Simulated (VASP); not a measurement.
# Mg in VASP: notebook

Runs on Mg. Level: PBE. Tasks: single point.

All numbers are computed with VASP 6.6.1; they aren't measurements. Logs are shortened: lines on timing, memory, paths and dates and some standing lists are left out, and cuts for length are marked.

### 1 The cell of the first run

The cell holds a slab with vacuum, 1 atom: a = 3.200 Å, b = 3.200 Å, c = 16.000 Å, α = 90.00°, β = 90.00°, γ = 120.00°.

### 2 Single point, PBE

INCAR reads:

```
ALGO = Normal
DIPOL = 0.5 0.5 0.500
EDIFF = 1E-6
ENCUT = 520
GGA = PE
IDIPOL = 3
ISIF = 2
ISMEAR = -1
LASPH = T
LCHARG = T
LDIPOL = T
LELF = T
LREAL = F
LVACPOTAV = T
LVHAR = T
LWAVE = F
NBANDS = 7
NELM = 80
PREC = Accurate
SIGMA = 0.05
```

KPOINTS reads:

```
k-points
0
Gamma
  12 12 1
```

POSCAR reads:

```
Mg
1.0
    3.1998719893      0.0000000000      0.0000000000
   -1.5999359946      2.7711704316      0.0000000000
    0.0000000000      0.0000000000     16.0000000000
Mg
1
Direct
    0.0000000000      0.0000000000      0.5000000000
```

Potentials or basis: VASP PAW PBE potentials, release 64 (Mg).

Run with:

```bash
> cat potpaw_PBE.64/Mg/POTCAR > POTCAR
> mpirun -np 1 vasp_std > vasp.out
```

OUTCAR:

```text
EDIFF = 1E-6
   ENCUT = 520
   GGA = PE
   ISIF = 2
   ISMEAR = -1
   LASPH = T
   LREAL = F
   NELM = 80
   PREC = Accurate

 ion  position               nearest neighbor table
   1  0.000  0.000  0.500-

  LATTYP: Found a hexagonal cell.
 ALAT       =     3.1998719893
 C/A-ratio  =     5.0002000247

  Lattice vectors:

 A1 = (   3.1998719893,   0.0000000000,   0.0000000000)
 A2 = (  -1.5999359946,   2.7711704316,   0.0000000000)
 A3 = (   0.0000000000,   0.0000000000,  16.0000000000)

Analysis of symmetry for initial positions (statically):
=====================================================================
 Subroutine PRICEL returns:
 Original cell was already a primitive cell.

 Routine SETGRP: Setting up the symmetry group for a
 hexagonal supercell.

 Subroutine GETGRP returns: Found 24 space group operations
 (whereof 24 operations were pure point group operations)
 out of a pool of 24 trial point group operations.

The static configuration has the point symmetry D_6h.

Analysis of symmetry for dynamics (positions and initial velocities):
=====================================================================
 Subroutine PRICEL returns:
 Original cell was already a primitive cell.

 Routine SETGRP: Setting up the symmetry group for a
 hexagonal supercell.

 Subroutine GETGRP returns: Found 24 space group operations
 (whereof 24 operations were pure point group operations)
 out of a pool of 24 trial point group operations.

The dynamic configuration has the point symmetry D_6h.

 Subroutine INISYM returns: Found 24 space group operations
 (whereof 24 operations are pure point group operations),
 and found     1 'primitive' translations

----------------------------------------------------------------------------------------

                                     Primitive cell

  volume of cell :     141.8783

  direct lattice vectors                    reciprocal lattice vectors
     3.199871989  0.000000000  0.000000000     0.312512502  0.180429177  0.000000000
    -1.599935995  2.771170432  0.000000000     0.000000000  0.360858354  0.000000000
     0.000000000  0.000000000 16.000000000     0.000000000  0.000000000  0.062500000

  length of vectors
     3.199871989  3.199871989 16.000000000     0.360858354  0.360858354  0.062500000

  position of ions in fractional coordinates (direct lattice)
     0.000000000  0.000000000  0.500000000

  ion indices of the primitive-cell ions
   primitive index   ion index
                 1           1

----------------------------------------------------------------------------------------

 KPOINTS: k-points

Automatic generation of k-mesh.
 Grid dimensions read from file:
 generate k-points for:   12   12    1

 Generating k-lattice:

  Cartesian coordinates                     Fractional coordinates (reciprocal lattice)
     0.026042708  0.015035765  0.000000000     0.083333333  0.000000000  0.000000000
     0.000000000  0.030071529  0.000000000     0.000000000  0.083333333  0.000000000
     0.000000000  0.000000000  0.062500000     0.000000000  0.000000000  1.000000000

  Length of vectors
     0.030071529  0.030071529  0.062500000

  Shift w.r.t. Gamma in fractional coordinates (k-lattice)
     0.000000000  0.000000000  0.000000000

 Subroutine IBZKPT returns following result:
 ===========================================

 Found     19 irreducible k-points:

 Following reciprocal coordinates:
            Coordinates               Weight
  0.000000  0.000000  0.000000      1.000000
  0.083333 -0.000000  0.000000      6.000000
  0.166667 -0.000000  0.000000      6.000000
  0.250000 -0.000000  0.000000      6.000000
  0.333333 -0.000000  0.000000      6.000000
  0.416667 -0.000000  0.000000      6.000000
  0.500000 -0.000000  0.000000      3.000000
  0.083333  0.083333  0.000000      6.000000
  0.166667  0.083333  0.000000     12.000000
  0.250000  0.083333  0.000000     12.000000
  0.333333  0.083333  0.000000     12.000000
  0.416667  0.083333  0.000000     12.000000
  0.166667  0.166667  0.000000      6.000000
  0.250000  0.166667  0.000000     12.000000
  0.333333  0.166667  0.000000     12.000000
  0.416667  0.166667  0.000000      6.000000
  0.250000  0.250000  0.000000      6.000000
  0.333333  0.250000  0.000000     12.000000
  0.333333  0.333333  0.000000      2.000000
   k-points           NKPTS =     19   k-points in BZ     NKDIM =     19   number of bands    NBANDS=      7
   number of dos      NEDOS =    301   number of ions     NIONS =      1
   total plane-waves  NPLWV =  69120
   dimension x,y,z NGX =    24 NGY =   24 NGZ =  120
   dimension x,y,z NGXF=    48 NGYF=   48 NGZF=  240
   ions per type =               1
   NGX,Y,Z   is equivalent  to a cutoff of  12.47, 12.47, 12.47 a.u.
   NGXF,Y,Z  is equivalent  to a cutoff of  24.94, 24.94, 24.94 a.u.
 SYSTEM =  unknown system
   PREC   = accura    normal or accurate (medium, high low for compatibility)
   ISTART =      0    job   : 0-new  1-cont  2-samecut
   ICHARG =      2    charge: 1-file 2-atom 10-const
   ISPIN  =      1    spin polarized calculation?
   LNONCOLLINEAR =      F non collinear calculations
   LSORBIT =      F    spin-orbit coupling
   LASPH  =      T    aspherical Exc in radial PAW
   ENCUT  =  520.0 eV  38.22 Ry    6.18 a.u.   5.95  5.95 29.75*2*pi/ulx,y,z
   NELM   =     80;   NELMIN=  2; NELMDL= -5     # of ELM steps
   EDIFF  = 0.1E-05   stopping-criterion for ELM
   LREAL  =      F    real-space projection
   EDIFFG = 0.1E-04   stopping-criterion for IOM
   NSW    =      0    number of steps for IOM
   IBRION =     -1    ionic relax: 0-MD 1-quasi-New 2-CG
   NFREE  =      0    steps in history (QN), initial steepest desc. (CG)
   ISIF   =      2    stress and relaxation
   ISYM   =      2    0-nonsym 1-usesym 2-fastsym
   POTIM  = 0.5000    time-step for ionic-motion
   TEBEG  =    0.0;   TEEND  =   0.0 temperature during run
   PSTRESS=    0.0 pullay stress
   NELECT =       2.0000    total number of electrons
   NUPDOWN=      -1.0000    fix difference up-down
   EMIN   =  10.00;   EMAX   =-10.00  energy-range for DOS
   EFERMI =   0.00;   METHOD = LEGACY
   ISMEAR =    -1;   SIGMA  =   0.05  broadening in eV -4-tet -1-fermi 0-gaus
   EFERMI_NEDOS =   21; number of points for ismear=-14 and -15
   IALGO  =     38    algorithm
   IMIX   =      4    mixing-type and parameters
     AMIX     =   0.40;   BMIX     =  1.00
     AMIX_MAG =   1.60;   BMIX_MAG =  1.00
  volume/ion in A,a.u.               =     141.88       957.44
  Fermi-wavevector in a.u.,A,eV,Ry     =   0.395469  0.747329  2.127897  0.156396
  Thomas-Fermi vector in A             =   1.340943
   LORBIT       =      0    0 simple, 1 ext, 2 COOP (PROOUT), +10 PAW based schemes
   GGA     = PE    functional components
   LHFCALC =     F    Hartree Fock is set to
   AEXX    =    0.0000 exact exchange contribution
   IVDW    =     0    specifies the selected vdW correction
   LEPSILON=     F    determine dielectric tensor
   LRPA    =     F    only Hartree local field effects (RPA)
 non-spin polarized calculation
  energy-cutoff  :      520.00
  volume of cell :      141.88
 maximum number of plane-waves:      3846
 NGX is ok and might be reduce to    24
   NGX = 11   NGY = 11   NGZ = 59

 number of electron       2.0000000 magnetization

 dipolmoment           0.000000      0.000000     -0.000000 electrons x Angstroem

 Free energy of the ion-electron system (eV)
  ---------------------------------------------------
  ext. energy  EPLUGINS =         0.00000000
  ---------------------------------------------------
  free energy    TOTEN  =        -0.86729875 eV

  energy without entropy =       -0.85431059  energy(sigma->0) =       -0.86080467

 E-fermi :  -2.3325     XC(G=0):  -2.4835

 val. band max:       -2.3660211952   @ k =   0.0833   0.0833   0.0000
 cond. band min:      -2.3292367546   @ k =   0.3333   0.2500   0.0000
 fundamental gap:      0.0367844406
 Fermi energy:        -2.3324975680

 k-point     1 :       0.0000    0.0000    0.0000
  band No.  band energies     occupation
      1      -7.1761      2.00000
      2      -2.7580      1.99960
      3       0.1823      0.00000
      4       1.2388      0.00000
      5       1.4781      0.00000
      6       3.8549      0.00000
      7       3.8595      0.00000

 k-point     2 :       0.0833   -0.0000    0.0000
  band No.  band energies     occupation
      1      -7.0398      2.00000
      2      -2.6274      1.99452
      3       0.3170      0.00000
      4       1.3736      0.00000
      5       1.6128      0.00000
      6       3.9840      0.00000
      7       3.9935      0.00000

 k-point     3 :       0.1667   -0.0000    0.0000
  band No.  band energies     occupation
      1      -6.6323      2.00000
      2      -2.2354      0.25067
      3       0.7197      0.00000
      4       1.7781      0.00000
      5       2.0150      0.00000
      6       4.3474      0.00000
      7       4.3956      0.00000

 k-point     4 :       0.2500   -0.0000    0.0000
  band No.  band energies     occupation
      1      -5.9576      2.00000
      2      -1.5822      0.00000
      3       1.3781      0.00000
      4       2.4522      0.00000
      5       2.6503      0.00000
      6       3.4093      0.00000
      7       5.0656      0.00000

 k-point     5 :       0.3333   -0.0000    0.0000
  band No.  band energies     occupation
      1      -5.0230      2.00000
      2      -0.6684      0.00000
      3       1.1743      0.00000
      4       2.4002      0.00000
      5       3.3956      0.00000
      6       3.6593      0.00000
      7       5.6129      0.00000

 k-point     6 :       0.4167   -0.0000    0.0000
  band No.  band energies     occupation
      1      -3.8442      2.00000
      2      -0.6690      0.00000
      3       0.5024      0.00000
      4       3.5692      0.00000
      5       3.6645      0.00000
      6       4.6127      0.00000
      7       4.8486      0.00000

 k-point     7 :       0.5000   -0.0000    0.0000
  band No.  band energies     occupation
      1      -2.6895      1.99842
      2      -2.0554      0.00780
      3       1.7474      0.00000
      4       2.1616      0.00000
      5       4.9442      0.00000
      6       5.0717      0.00000
      7       6.0817      0.00000

 k-point     8 :       0.0833    0.0833    0.0000
  band No.  band energies     occupation
      1      -6.7679      2.00000
      2      -2.3660      1.32322
      3       0.5858      0.00000
      4       1.6433      0.00000
      5       1.8814      0.00000
      6       4.2358      0.00000
      7       4.2616      0.00000

 k-point     9 :       0.1667    0.0833    0.0000
  band No.  band energies     occupation
      1      -6.2268      2.00000
      2      -1.8434      0.00011
      3       1.1192      0.00000
      4       2.1826      0.00000
      5       2.4125      0.00000
      6       4.4233      0.00000
      7       4.7977      0.00000

 k-point    10 :       0.2500    0.0833    0.0000
  band No.  band energies     occupation
      1      -5.4220      2.00000
      2      -1.0598      0.00000
      3       1.8311      0.00000
      4       2.4126      0.00000
      5       2.9914      0.00000
      6       3.2668      0.00000
      7       5.2195      0.00000

 k-point    11 :       0.3333    0.0833    0.0000
  band No.  band energies     occupation
      1      -4.3637      2.00000
      2      -0.0168      0.00000
      3       0.3237      0.00000
      4       3.0230      0.00000
      5       4.0670      0.00000
      6       4.2616      0.00000
      7       4.7071      0.00000

 k-point    12 :       0.4167    0.0833    0.0000
  band No.  band energies     occupation
      1      -3.0883      2.00000
      2      -1.4080      0.00000
      3       1.2727      0.00000
      4       2.8960      0.00000
      5       4.1859      0.00000
      6       4.7922      0.00000
      7       5.4200      0.00000

 k-point    13 :       0.1667    0.1667    0.0000
  band No.  band energies     occupation
      1      -5.5555      2.00000
      2      -1.1904      0.00000
      3       1.7693      0.00000
      4       2.8566      0.00000
      5       3.0418      0.00000
      6       3.3343      0.00000
      7       4.2743      0.00000

 k-point    14 :       0.2500    0.1667    0.0000
  band No.  band energies     occupation
      1      -4.6262      2.00000
      2      -0.2772      0.00000
      3       1.4944      0.00000
      4       2.6251      0.00000
      5       3.3826      0.00000
      6       3.7997      0.00000
      7       4.1938      0.00000

 k-point    15 :       0.3333    0.1667    0.0000
  band No.  band energies     occupation
      1      -3.4553      2.00000
      2      -0.3109      0.00000
      3       0.8919      0.00000
      4       2.7619      0.00000
      5       4.0490      0.00000
      6       4.1030      0.00000
      7       5.0174      0.00000

 k-point    16 :       0.4167    0.1667    0.0000
  band No.  band energies     occupation
      1      -2.3150      0.82684
      2      -1.6734      0.00000
      3       2.1213      0.00000
      4       2.5669      0.00000
      5       2.6714      0.00000
      6       5.4763      0.00000
      7       5.6042      0.00000

 k-point    17 :       0.2500    0.2500    0.0000
  band No.  band energies     occupation
      1      -3.5818      2.00000
      2       0.6925      0.00000
      3       0.7632      0.00000
      4       1.5651      0.00000
      5       3.9429      0.00000
      6       4.8644      0.00000
      7       5.1991      0.00000

 k-point    18 :       0.3333    0.2500    0.0000
  band No.  band energies     occupation
      1      -2.3292      0.96740
      2      -0.7225      0.00000
      3       1.0432      0.00000
      4       2.0416      0.00000
      5       3.6670      0.00000
      6       5.2650      0.00000
      7       5.2965      0.00000

 k-point    19 :       0.3333    0.3333    0.0000
  band No.  band energies     occupation
      1      -1.1894      0.00000
      2      -1.1894      0.00000
      3       0.0182      0.00000
      4       3.0529      0.00000
      5       3.7818      0.00000
      6       3.7818      0.00000
      7       6.6902      0.00000

------------------------ aborting loop because EDIFF is reached ----------------------------------------

  FORCE on cell =-STRESS in cart. coord.  units (eV):
  Direction    XX          YY          ZZ          XY          YZ          ZX
  --------------------------------------------------------------------------------------
  -------------------------------------------------------------------------------------
  Total       -0.7090573     -0.7090573     -0.0000902     -0.0000000     -0.0000000     -0.0000000
  in kB       -8.0071149     -8.0071149     -0.0010183     -0.0000000     -0.0000000     -0.0000000
  external PRESSURE =      -5.3384160 kB  Pullay stress =       0.0000000 kB

 VOLUME and BASIS-vectors are now :
 -----------------------------------------------------------------------------
  energy-cutoff  :      520.00
  volume of cell :      141.88
      direct lattice vectors                 reciprocal lattice vectors
     3.199871989  0.000000000  0.000000000     0.312512502  0.180429177  0.000000000
    -1.599935995  2.771170432  0.000000000     0.000000000  0.360858354  0.000000000
     0.000000000  0.000000000 16.000000000     0.000000000  0.000000000  0.062500000

 POSITION                                       TOTAL-FORCE (eV/Angst)
 -----------------------------------------------------------------------------------
      0.00000      0.00000      8.00000        -0.000000      0.000000      0.000000
 -----------------------------------------------------------------------------------
    total drift:                               -0.000000      0.000000     -0.000000

  FREE ENERGIE OF THE ION-ELECTRON SYSTEM (eV)
  ---------------------------------------------------
  free  energy   TOTEN  =        -0.8672987512 eV

  energy  without entropy=       -0.8543105919  energy(sigma->0) =       -0.86080467

 vacuum level on the upper side and lower side of the slab         1.116         1.116
```

Wall time 20 s (1 thread of Intel Xeon Platinum 8375C at 2.90GHz (Ice Lake), shared host); peak memory 0.23 GiB.

What came out:

- Free energy: -0.8673 eV
- Band gap on the k mesh: zero (band 1 reaches -1.19 eV, above the bottom of band 2 at -2.76 eV)

Levels at points of the mesh, in eV from the Fermi level:
| k point | band 1 | band 2 | band 3 | band 4 |
| --- | --- | --- | --- | --- |
| (0.00, 0.00, 0.00) | -4.84 | -0.43 | 2.51 | 3.57 |
| (0.50, 0.00, 0.00) | -0.36 | 0.28 | 4.08 | 4.49 |

### 3 Single point, PBE

INCAR reads:

```
SYSTEM = Mg
  ALGO = Normal
  DIPOL = 0.5 0.5 0.500
  EDIFF = 1E-6
  ENCUT = 520
  GGA = PE
  IDIPOL = 3
  ISIF = 2
  ISMEAR = -1
  LASPH = .True.
  LCHARG = .False.
  LDIPOL = .True.
  LREAL = .False.
  LWAVE = .False.
  NBANDS = 7
  NELM = 60
  PREC = Accurate
  SIGMA = 0.05
```

KPOINTS reads:

```
k-points
0
Gamma
  12 12 1
  0 0 0
```

POSCAR is that of step 2.

Potentials or basis: VASP PAW PBE potentials, release 64 (Mg).

Run with:

```bash
> cat potpaw_PBE.64/Mg/POTCAR > POTCAR
> mpirun -np 1 vasp_std > vasp.out
```

Run time: 18 s. Hardware: 1 thread of Intel Xeon Platinum 8375C at 2.90GHz (Ice Lake), shared host; peak memory 0.23 GiB.

Results (log left out):

```
Free energy            : -0.8673 eV
Band gap on the k mesh : zero (band 1 reaches -1.19 eV, above the bottom of band 2 at -2.76 eV)
```

Levels at points of the mesh, in eV from the Fermi level:
```
           k point  band 1  band 2  band 3  band 4  band 5
(0.00, 0.00, 0.00)   -4.84   -0.43    2.51    3.57    3.81
(0.50, 0.00, 0.00)   -0.36    0.28    4.08    4.49    7.28
```

### 4 Single point, PBE

INCAR reads:

```
PREC = Accurate ; ENCUT = 520
EDIFF = 1E-7 ; ISMEAR = -1
SIGMA = 0.05 ; LREAL = F
LASPH = T ; NELM = 100
ALGO = Normal ; ISIF = 2
LWAVE = F ; LCHARG = F
LDIPOL = T ; IDIPOL = 3
DIPOL = 0.5 0.5 0.500 ; GGA = PE
EFIELD = -0.3 ; NBANDS = 7
```

KPOINTS reads:

```
regular mesh
0
Gamma
  12 12 1
```

POSCAR is that of step 3.

Run with:

```bash
> cat potpaw_PBE.64/Mg/POTCAR > POTCAR
> mpirun -np 1 vasp_std > vasp.out
```

It took 21 s on 1 thread of Intel Xeon Platinum 8375C at 2.90GHz (Ice Lake), shared host; peak memory 0.23 GiB.

The run converged. Its results:

```
Free energy            : -0.8763 eV
Band gap on the k mesh : zero (band 1 reaches -1.21 eV, above the bottom of band 2 at -2.78 eV)
```

Levels at points of the mesh, in eV from the Fermi level:
| k point | band 1 | band 2 | band 3 | band 4 | band 5 |
| --- | --- | --- | --- | --- | --- |
| (0.00, 0.00, 0.00) | -4.84 | -0.43 | 2.17 | 3.26 | 4.08 |
| (0.50, 0.00, 0.00) | -0.36 | 0.28 | 4.08 | 4.49 | 7.01 |

(Part 1 of 2 ends here.)
